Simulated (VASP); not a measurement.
A run of VASP 6.6.1:

POSCAR

```
SnSe
1.0
    0.0000000000      3.0100000000      3.0100000000
    3.1454500000      0.0000000000      3.0100000000
    3.1454500000      3.0100000000      0.0000000000
Sn Se
1 1
Direct
    0.0000000000      0.0000000000      0.0000000000
    0.5000000000      0.5000000000      0.5000000000
```

INCAR.step1

```
ALGO = Normal
EDIFF = 1E-4
ENCUT = 520
GGA = PE
ISMEAR = 0
LASPH = T
LCHARG = F
LREAL = F
LWAVE = T
NBANDS = 17
NELM = 60
PREC = Accurate
SIGMA = 0.05
```

The input INCAR.step2:

```
ALGO = Normal
EDIFF = 1E-6
ENCUT = 520
ISIF = 2
ISMEAR = 0
ISTART = 1
LASPH = T
LCHARG = F
LMIXTAU = T
LREAL = F
LWAVE = F
METAGGA = R2SCAN
NBANDS = 17
NELM = 60
PREC = Accurate
SIGMA = 0.05
```

Contents of KPOINTS:

```
k-points
0
Gamma
  10 10 10
```

Potentials or basis: VASP PAW PBE potentials, release 64 (Sn_d, Se).

Launch:

```console
$ cat potpaw_PBE.64/Sn_d/POTCAR potpaw_PBE.64/Se/POTCAR > POTCAR
$ cp INCAR.step1 INCAR
$ mpirun -np 1 vasp_std > vasp.out
$ cp INCAR.step2 INCAR
$ mpirun -np 1 vasp_std > vasp.out
```

Hardware: 1 thread of Intel Xeon 8259CL (shared host).

Q: Estimate the wall time of this run.

A: It took 6.6 min on 1 thread of Intel Xeon 8259CL, on a shared host, peak memory 0.26 GiB. Counts: k points 102.
